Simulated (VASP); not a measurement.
The system is ZrP3Os.

```xyz
5
Lattice="3.8981 0.0000 0.0000 0.0000 3.8981 0.0000 0.0000 0.0000 7.4463" Properties=species:S:1:pos:R:3 pbc="T T T"
Zr    0.0000    0.0000    3.7231
P     1.9490    1.9490    5.4095
P     1.9490    1.9490    2.0368
P     1.9490    1.9490    0.0000
Os    1.9490    1.9490    3.7231
```

| Quantity | Value |
| --- | --- |
| Program | VASP 6.6.1 |
| Task | relaxation of cell and atoms |
| Functional | PBE |
| Potentials or basis | VASP PAW PBE potentials, release 64 (Zr_sv, P, Os) |
| Cutoff | 600 eV |
| k mesh | 4 × 4 × 4 |
| Occupations | gaussian, width 0.1 eV |
| Spin | no spin polarisation |

At the start: pressure 54.9 GPa; volume 22.63 Å³/atom.

Question: Where does the relaxation end?

Answer: Over 44 steps the energy falls by 2437.5 meV/atom and the volume is 25.41 Å³/atom (+12.3 %); space group P4/mmm (No. 123, to 0.05 Å).

The path:
```
step  energy change (eV)  largest force (eV/Å)  pressure (GPa)  volume (Å³)
   1              0.0000               30.9228           54.91       113.15
   3             20.8006               76.5600           50.71       196.62
   5              0.7169               17.2896           -0.96       276.29
   7             -0.4261               17.0358            0.16       267.26
   9              1.1198               31.5294           25.17       178.44
  11             -3.2854               20.9880           18.82       165.10
  13             -9.2176                7.8477           16.87       111.26
  15             76.5695              189.2001          213.03       110.06
  17             40.0810               62.9329          341.24        66.68
  19             -1.4601                9.9810          101.54        81.94
  21             -7.6378                9.6846           48.68        95.10
  23             -9.7520                4.8946           13.91       119.00
  25             -9.7156                3.8629            9.74       124.54
  27            -10.4055                1.4979           -0.24       134.37
  29            -10.4705                0.5448           -4.17       139.86
  31            -11.4571                1.2894           -3.86       140.01
  33            -11.6401                2.4523           -1.87       139.52
  35            -12.0715                0.1799           -1.93       133.73
  37            -12.0792                0.1729           -2.14       134.25
  39            -12.1794                0.1610           -0.97       128.84
  41            -12.1853                0.2169            0.35       126.88
  43            -12.1872                0.0792            0.09       127.09
  44            -12.1875                0.0027            0.06       127.06
```

Final structure:
```xyz
5
Lattice="3.8046 0.0000 0.0000 0.0000 3.8046 0.0000 0.0000 0.0000 8.7778" Properties=species:S:1:pos:R:3 pbc="T T T"
Zr    0.0000    0.0000    4.3889
P     1.9023    1.9023    6.6316
P     1.9023    1.9023    2.1463
P     1.9023    1.9023    0.0000
Os    1.9023    1.9023    4.3889
```

Caveat: the k points lie up to 0.41 Å⁻¹ apart in the final cell.
